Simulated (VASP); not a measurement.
# MgO (P1) in VASP: notebook

The runs below take MgO through single point, with PBEsol.

Program: VASP 6.6.1. These are calculated values, not measurements. Logs are shortened: lines on timing, memory, paths and dates and some standing lists are left out, and cuts for length are marked.

## Step 1: The cell of the first run

The typed cell holds 4 atoms: a = 3.308 Å, b = 3.308 Å, c = 4.983 Å, α = 90.00°, β = 90.00°, γ = 120.00°.

## Step 2: Single point, PBEsol (atom 3 (O) moved by (-0.300, +0.000) A along [1 1 0] and z)

Contents of INCAR:

```
ALGO = Normal ; EDIFF = 1E-6
ENCUT = 600 ; GGA = PS
GGA_COMPAT = False ; ISIF = 2
ISMEAR = 0 ; LASPH = True
LCHARG = True ; LELF = True
LREAL = False ; LVHAR = True
LWAVE = False ; NBANDS = 16
NELM = 120 ; PREC = Accurate
SIGMA = 0.05
```

Contents of KPOINTS:

```
k-points
0
Gamma
  9 9 6
```

Contents of POSCAR:

```
MgO
1.0
    3.3077869865      0.0000000000      0.0000000000
   -1.6538934933      2.8646275606      0.0000000000
    0.0000000000      0.0000000000      4.9828816700
Mg O
2 2
Direct
    0.3333333333      0.6666666667      0.0021597400
    0.6666666667      0.3333333333      0.5021597400
    0.2321761177      0.5926144453      0.4024402600
    0.6666666667      0.3333333333      0.9024402600
```

Potentials or basis: VASP PAW PBE potentials, release 64 (Mg, O).

The run is started by

```bash
cat potpaw_PBE.64/Mg/POTCAR potpaw_PBE.64/O/POTCAR > POTCAR
mpirun -np 1 vasp_std > vasp.out
```

OUTCAR:

```text
EDIFF = 1E-6
   ENCUT = 600
   GGA = PS
   ISIF = 2
   ISMEAR = 0
   LASPH = True
   LREAL = False
   NELM = 120
   PREC = Accurate

 ion  position               nearest neighbor table
   1  0.333  0.667  0.002-   4 1.97   4 1.97   4 1.97   3 2.02   2 3.14   2 3.14   2 3.14   2 3.14
                             2 3.14   2 3.14
   2  0.667  0.333  0.502-   3 1.70   4 1.99   3 2.07   3 2.19   1 3.14   1 3.14   1 3.14   1 3.14
                             1 3.14   1 3.14
   3  0.232  0.593  0.402-   2 1.70   1 2.02   2 2.07   2 2.19
   4  0.667  0.333  0.902-   1 1.97   1 1.97   1 1.97   2 1.99

  LATTYP: Found a hexagonal cell.
 ALAT       =     3.3077869865
 C/A-ratio  =     1.5064094787

  Lattice vectors:

 A1 = (   3.3077869865,   0.0000000000,   0.0000000000)
 A2 = (  -1.6538934933,   2.8646275606,   0.0000000000)
 A3 = (   0.0000000000,   0.0000000000,   4.9828816700)

Analysis of symmetry for initial positions (statically):
=====================================================================
 Subroutine PRICEL returns:
 Original cell was already a primitive cell.

 Routine SETGRP: Setting up the symmetry group for a
 hexagonal supercell.

 Subroutine GETGRP returns: Found  1 space group operations
 (whereof  1 operations were pure point group operations)
 out of a pool of 24 trial point group operations.

The static configuration has the point symmetry C_1 .

Analysis of symmetry for dynamics (positions and initial velocities):
=====================================================================
 Subroutine PRICEL returns:
 Original cell was already a primitive cell.

 Routine SETGRP: Setting up the symmetry group for a
 hexagonal supercell.

 Subroutine GETGRP returns: Found  1 space group operations
 (whereof  1 operations were pure point group operations)
 out of a pool of 24 trial point group operations.

The dynamic configuration has the point symmetry C_1 .

 Subroutine INISYM returns: Found  1 space group operations
 (whereof  1 operations are pure point group operations),
 and found     1 'primitive' translations

----------------------------------------------------------------------------------------

                                     Primitive cell

  volume of cell :      47.2157

  direct lattice vectors                    reciprocal lattice vectors
     3.307786987  0.000000000  0.000000000     0.302316928  0.174542760  0.000000000
    -1.653893493  2.864627561  0.000000000     0.000000000  0.349085519  0.000000000
     0.000000000  0.000000000  4.982881670     0.000000000  0.000000000  0.200687086

  length of vectors
     3.307786987  3.307786987  4.982881670     0.349085519  0.349085519  0.200687086

  position of ions in fractional coordinates (direct lattice)
     0.333333333  0.666666667  0.002159740
     0.666666667  0.333333333  0.502159740
     0.232176118  0.592614445  0.402440260
     0.666666667  0.333333333  0.902440260

  ion indices of the primitive-cell ions
   primitive index   ion index
                 1           1
                 2           2
                 3           3
                 4           4

----------------------------------------------------------------------------------------

 KPOINTS: k-points

Automatic generation of k-mesh.
 Grid dimensions read from file:
 generate k-points for:    9    9    6

 Generating k-lattice:

  Cartesian coordinates                     Fractional coordinates (reciprocal lattice)
     0.033590770  0.019393640  0.000000000     0.111111111 -0.000000000  0.000000000
     0.000000000  0.038787280  0.000000000     0.000000000  0.111111111  0.000000000
     0.000000000  0.000000000  0.033447848     0.000000000  0.000000000  0.166666667

  Length of vectors
     0.038787280  0.038787280  0.033447848

  Shift w.r.t. Gamma in fractional coordinates (k-lattice)
     0.000000000  0.000000000  0.000000000

 Subroutine IBZKPT returns following result:
 ===========================================

 Found    244 irreducible k-points:

 Following reciprocal coordinates:
            Coordinates               Weight
  0.000000  0.000000  0.000000      1.000000
  0.111111  0.000000  0.000000      2.000000
  0.000000  0.111111  0.000000      2.000000
 -0.111111  0.111111  0.000000      2.000000
  0.222222  0.000000  0.000000      2.000000
  0.000000  0.222222  0.000000      2.000000
[... 16 lines left out ...]
  0.333333  0.111111  0.000000      2.000000
 -0.111111  0.444444  0.000000      2.000000
 [... further k-points ...]
   k-points           NKPTS =    244   k-points in BZ     NKDIM =    244   number of bands    NBANDS=     16
   number of dos      NEDOS =    301   number of ions     NIONS =      4
   total plane-waves  NPLWV =  31360
   dimension x,y,z NGX =    28 NGY =   28 NGZ =   40
   dimension x,y,z NGXF=    56 NGYF=   56 NGZF=   80
   ions per type =               2   2
   NGX,Y,Z   is equivalent  to a cutoff of  14.07, 14.07, 13.35 a.u.
   NGXF,Y,Z  is equivalent  to a cutoff of  28.15, 28.15, 26.69 a.u.
 SYSTEM =  unknown system
   PREC   = accura    normal or accurate (medium, high low for compatibility)
   ISTART =      0    job   : 0-new  1-cont  2-samecut
   ICHARG =      2    charge: 1-file 2-atom 10-const
   ISPIN  =      1    spin polarized calculation?
   LNONCOLLINEAR =      F non collinear calculations
   LSORBIT =      F    spin-orbit coupling
   LASPH  =      T    aspherical Exc in radial PAW
   ENCUT  =  600.0 eV  44.10 Ry    6.64 a.u.   6.61  6.61  9.95*2*pi/ulx,y,z
   NELM   =    120;   NELMIN=  2; NELMDL= -5     # of ELM steps
   EDIFF  = 0.1E-05   stopping-criterion for ELM
   LREAL  =      F    real-space projection
   EDIFFG = 0.1E-04   stopping-criterion for IOM
   NSW    =      0    number of steps for IOM
   IBRION =     -1    ionic relax: 0-MD 1-quasi-New 2-CG
   NFREE  =      0    steps in history (QN), initial steepest desc. (CG)
   ISIF   =      2    stress and relaxation
   ISYM   =      2    0-nonsym 1-usesym 2-fastsym
   POTIM  = 0.5000    time-step for ionic-motion
   TEBEG  =    0.0;   TEEND  =   0.0 temperature during run
   PSTRESS=    0.0 pullay stress
   NELECT =      16.0000    total number of electrons
   NUPDOWN=      -1.0000    fix difference up-down
   EMIN   =  10.00;   EMAX   =-10.00  energy-range for DOS
   EFERMI =   0.00;   METHOD = LEGACY
   ISMEAR =     0;   SIGMA  =   0.05  broadening in eV -4-tet -1-fermi 0-gaus
   EFERMI_NEDOS =   21; number of points for ismear=-14 and -15
   IALGO  =     38    algorithm
   IMIX   =      4    mixing-type and parameters
     AMIX     =   0.40;   BMIX     =  1.00
     AMIX_MAG =   1.60;   BMIX_MAG =  1.00
  volume/ion in A,a.u.               =      11.80        79.66
  Fermi-wavevector in a.u.,A,eV,Ry     =   1.141351  2.156842 17.724080  1.302683
  Thomas-Fermi vector in A             =   2.278052
   LORBIT       =      0    0 simple, 1 ext, 2 COOP (PROOUT), +10 PAW based schemes
   GGA     = PS    functional components
   LHFCALC =     F    Hartree Fock is set to
   AEXX    =    0.0000 exact exchange contribution
   IVDW    =     0    specifies the selected vdW correction
   LEPSILON=     F    determine dielectric tensor
   LRPA    =     F    only Hartree local field effects (RPA)
 non-spin polarized calculation
 Gauss-broadening in eV      SIGMA  =   0.05
  energy-cutoff  :      600.00
  volume of cell :       47.22
 maximum number of plane-waves:      1604
   NGX = 13   NGY = 13   NGZ = 19

 number of electron      15.9999999 magnetization

 Free energy of the ion-electron system (eV)
  ---------------------------------------------------
  ext. energy  EPLUGINS =         0.00000000
  ---------------------------------------------------
  free energy    TOTEN  =       -23.89929359 eV

  energy without entropy =      -23.89929359  energy(sigma->0) =      -23.89929359

 E-fermi :   1.3820     XC(G=0):  -9.9695

 val. band max:        1.0783248950   @ k =   0.0000   0.0000   0.0000
 cond. band min:       4.3109710471   @ k =   0.0000   0.0000   0.0000
 fundamental gap:      3.2326461521
 Fermi energy:         1.3819854175

 k-point     1 :       0.0000    0.0000    0.0000
  band No.  band energies     occupation
      1     -15.1755      2.00000
      2     -14.3340      2.00000
      3      -2.3168      2.00000
      4       0.0761      2.00000
      5       0.3627      2.00000
      6       0.5846      2.00000
[... 8 lines left out ...]
     15      16.8675      0.00000
     16      18.1350      0.00000

 k-point     2 :       0.1111    0.0000    0.0000
  band No.  band energies     occupation
      1     -15.1102      2.00000
      2     -14.3152      2.00000
      3      -2.1928      2.00000
      4      -0.1487      2.00000
      5       0.1648      2.00000
      6       0.2688      2.00000
[... 8 lines left out ...]
     15      16.8692      0.00000
     16      17.2002      0.00000

 k-point     3 :       0.0000    0.1111    0.0000
  band No.  band energies     occupation
      1     -15.1157      2.00000
      2     -14.3111      2.00000
      3      -2.2018      2.00000
      4      -0.1428      2.00000
      5       0.0996      2.00000
      6       0.3408      2.00000
[... 8 lines left out ...]
     15      17.1960      0.00000
     16      17.6378      0.00000

 k-point     4 :      -0.1111    0.1111    0.0000
  band No.  band energies     occupation
      1     -15.1136      2.00000
      2     -14.3121      2.00000
      3      -2.1985      2.00000
      4      -0.1655      2.00000
      5       0.1522      2.00000
      6       0.3219      2.00000
[... 8 lines left out ...]
     15      17.1131      0.00000
     16      17.6358      0.00000

 k-point     5 :       0.2222    0.0000    0.0000
  band No.  band energies     occupation
      1     -14.9330      2.00000
      2     -14.2754      2.00000
      3      -1.8394      2.00000
      4      -0.7202      2.00000
      5      -0.5680      2.00000
      6       0.0763      2.00000
[... 8 lines left out ...]
     15      15.8872      0.00000
     16      16.5357      0.00000

 k-point     6 :       0.0000    0.2222    0.0000
  band No.  band energies     occupation
      1     -14.9565      2.00000
      2     -14.2563      2.00000
      3      -1.8814      2.00000
      4      -0.9877      2.00000
      5      -0.2033      2.00000
      6      -0.0477      2.00000
[... 8 lines left out ...]
     15      16.0074      0.00000
     16      16.8714      0.00000
[... 267 lines left out ...]
 k-point    21 :       0.1111    0.2222    0.0000
  band No.  band energies     occupation
      1     -14.8131      2.00000
      2     -14.2302      2.00000
      3      -1.5787      2.00000
      4      -1.3806      2.00000
      5      -0.6562      2.00000
      6      -0.0657      2.00000
[... 8 lines left out ...]
     15      15.7604      0.00000
     16      16.4475      0.00000

 k-point    22 :       0.3333   -0.1111    0.0000
  band No.  band energies     occupation
      1     -14.7833      2.00000
      2     -14.2540      2.00000
      3      -1.5243      2.00000
      4      -1.1214      2.00000
      5      -0.9176      2.00000
      6      -0.0517      2.00000
[... 8 lines left out ...]
     15      15.3735      0.00000
     16      16.6265      0.00000

 k-point    23 :       0.3333    0.1111    0.0000
  band No.  band energies     occupation
      1     -14.5624      2.00000
      2     -14.2634      2.00000
      3      -1.6225      2.00000
      4      -1.3169      2.00000
      5      -0.9110      2.00000
      6      -0.2965      2.00000
[... 8 lines left out ...]
     15      15.0500      0.00000
     16      16.9155      0.00000

 k-point    24 :      -0.1111    0.4444    0.0000
  band No.  band energies     occupation
      1     -14.6464      2.00000
      2     -14.1854      2.00000
      3      -1.9988      2.00000
      4      -1.1768      2.00000
      5      -0.8443      2.00000
      6      -0.3805      2.00000
[... 8 lines left out ...]
     15      15.9274      0.00000
     16      17.1863      0.00000

 [... further k-points ...]

------------------------ aborting loop because EDIFF is reached ----------------------------------------

  FORCE on cell =-STRESS in cart. coord.  units (eV):
  Direction    XX          YY          ZZ          XY          YZ          ZX
  --------------------------------------------------------------------------------------
  -------------------------------------------------------------------------------------
  Total        4.5655457     -0.2401228      0.4715859      2.9082037     -1.0346344     -1.9174779
  in kB      154.9233944     -8.1481247     16.0023990     98.6845434    -35.1084148    -65.0660832
  external PRESSURE =      54.2592229 kB  Pullay stress =       0.0000000 kB

 VOLUME and BASIS-vectors are now :
 -----------------------------------------------------------------------------
  energy-cutoff  :      600.00
  volume of cell :       47.22
      direct lattice vectors                 reciprocal lattice vectors
     3.307786987  0.000000000  0.000000000     0.302316928  0.174542760  0.000000000
    -1.653893493  2.864627561  0.000000000     0.000000000  0.349085519  0.000000000
     0.000000000  0.000000000  4.982881670     0.000000000  0.000000000  0.200687086

 POSITION                                       TOTAL-FORCE (eV/Angst)
 -----------------------------------------------------------------------------------
     -0.00000      1.90975      0.01076        -0.170815     -0.175460      0.149819
      1.65389      0.95488      2.50220        -4.283034     -2.463910      1.072708
     -0.21213      1.69762      2.00531         4.644746      2.774346     -1.181167
      1.65389      0.95488      4.49675        -0.190897     -0.134976     -0.041360
 -----------------------------------------------------------------------------------
    total drift:                                0.003154      0.001888     -0.000019

  FREE ENERGIE OF THE ION-ELECTRON SYSTEM (eV)
  ---------------------------------------------------
  free  energy   TOTEN  =       -23.8992935933 eV

  energy  without entropy=      -23.8992935933  energy(sigma->0) =      -23.89929359
```

Wall time 89 s (1 thread of Intel Xeon 6975P-C (Granite Rapids), shared host); peak memory 0.33 GiB.

What came out:

```
Free energy            : -23.8993 eV
Pressure               : 5.4 GPa
Largest force          : 5.538 eV/Å
Band gap on the k mesh : 3.23 eV, direct
```

Forces on the atoms (eV/Å):
```
Mg  -0.171 -0.175  0.150
Mg  -4.283 -2.464  1.073
O    4.645  2.774 -1.181
O   -0.191 -0.135 -0.041
```

Caveat: the cell differs from its parent crystal (atom 3 (O) moved by (-0.300, +0.000) A along [1 1 0] and z); the PAW data sets were made with another functional, which shifts forces and pressure a little. A k mesh can miss the band edges.

## Step 3: Single point, PBEsol (atom 3 (O) moved by (-0.300, +0.600) A along [1 1 0] and z)

Contents of INCAR:

```
SYSTEM = MgO
ALGO = Normal ; EDIFF = 1E-6
ENCUT = 600 ; GGA = PS
GGA_COMPAT = .False. ; ISIF = 2
ISMEAR = 0 ; LASPH = .True.
LCHARG = .False. ; LREAL = .False.
LWAVE = .False. ; NBANDS = 16
NELM = 120 ; PREC = Accurate
SIGMA = 0.05
```

Contents of KPOINTS:

```
k-points
0
Gamma
  9 9 6
  0 0 0
```

Edit POSCAR of step 2 so:

```diff
@@ -10,3 +10,3 @@
     0.6666666667      0.3333333333      0.5021597400
-    0.2321761177      0.5926144453      0.4024402600
+    0.2321761177      0.5926144453      0.5228525113
     0.6666666667      0.3333333333      0.9024402600
```

Potentials or basis: VASP PAW PBE potentials, release 64 (Mg, O).

The run is started by

```bash
cat potpaw_PBE.64/Mg/POTCAR potpaw_PBE.64/O/POTCAR > POTCAR
mpirun -np 1 vasp_std > vasp.out
```

It took 93 s on 1 thread of Intel Xeon 6975P-C (Granite Rapids), shared host; peak memory 0.34 GiB.

It converged, with:

| Property | Result |
| --- | --- |
| Free energy | -22.4534 eV |
| Pressure | 11.4 GPa |
| Largest force | 8.772 eV/Å |
| Band gap on the k mesh | 2.20 eV, indirect (least direct gap 2.25 eV) |

Forces on the atoms (eV/Å):
```
Mg  -0.195 -0.198 -1.355
Mg  -6.658 -3.841  0.947
O    7.195  4.288 -2.608
O   -0.342 -0.250  3.016
```

Stress tensor (GPa, compression positive):
```
33.30 16.48  1.10
16.48  5.61  0.55
 1.10  0.55 -4.78
```

Levels at points of the mesh, in eV from the valence-band top:
| k point | band 5 | band 6 | band 7 | band 8 | band 9 | band 10 | band 11 | band 12 |
| --- | --- | --- | --- | --- | --- | --- | --- | --- |
| (0.00, 0.00, 0.00) | -1.00 | -0.74 | -0.54 | -0.05 | 2.20 | 8.57 | 9.38 | 13.30 |
| (0.00, 0.00, 0.50) | -1.34 | -0.98 | -0.76 | -0.58 | 4.29 | 6.31 | 11.28 | 13.87 |

Caveat: the cell differs from its parent crystal (atom 3 (O) moved by (-0.300, +0.600) A along [1 1 0] and z); the PAW data sets were made with another functional, which shifts forces and pressure a little. A k mesh can miss the band edges.

## Step 4: Single point, PBEsol (atom 3 (O) moved by (+0.300, -0.600) A along [1 1 0] and z)

Contents of INCAR:

```
PREC = Accurate ; ENCUT = 600
EDIFF = 1E-6 ; ISMEAR = 0
SIGMA = 0.05 ; LREAL = False
LASPH = True ; NELM = 120
ALGO = Normal ; ISIF = 2
LWAVE = False ; LCHARG = False
GGA = PS ; NBANDS = 16
GGA_COMPAT = False
```

Contents of KPOINTS:

```
Automatic mesh
0
Gamma
  9 9 6
```

Edit POSCAR of step 3 so:

```diff
@@ -10,3 +10,3 @@
     0.6666666667      0.3333333333      0.5021597400
-    0.2321761177      0.5926144453      0.5228525113
+    0.4344905490      0.7407188881      0.2820280087
     0.6666666667      0.3333333333      0.9024402600
```

The run is started by

```bash
cat potpaw_PBE.64/Mg/POTCAR potpaw_PBE.64/O/POTCAR > POTCAR
mpirun -np 1 vasp_std > vasp.out
```

Wall time 82 s (1 thread of Intel Xeon 6975P-C (Granite Rapids), shared host); peak memory 0.33 GiB.

Results (log left out):

```yaml
Free_energy: -19.7682 eV
Pressure: 32.4 GPa
Largest_force: 24.822 eV/Å
Band_gap_on_the_k_mesh: 2.71 eV, indirect (least direct gap 2.77 eV)
```

Forces in eV/Å, atoms in the order of the input:
```
Mg   -2.981  -2.992 -20.163
Mg    0.052   0.373  -1.696
O     2.838   2.414  24.541
O     0.091   0.206  -2.681
```

Stress tensor (GPa, compression positive):
```
-0.72  1.47 14.27
 1.47  1.45 14.86
14.27 14.86 96.34
```

Levels at points of the mesh, in eV from the valence-band top:
| k point | band 6 | band 7 | band 8 | band 9 | band 10 | band 11 |
| --- | --- | --- | --- | --- | --- | --- |
| (0.00, 0.00, 0.00) | -0.47 | -0.20 | -0.06 | 2.71 | 8.07 | 9.57 |
| (0.00, 0.00, 0.50) | -0.57 | -0.28 | -0.19 | 4.45 | 6.07 | 11.77 |

Caveat: the cell differs from its parent crystal (atom 3 (O) moved by (+0.300, -0.600) A along [1 1 0] and z); the PAW data sets were made with another functional, which shifts forces and pressure a little.
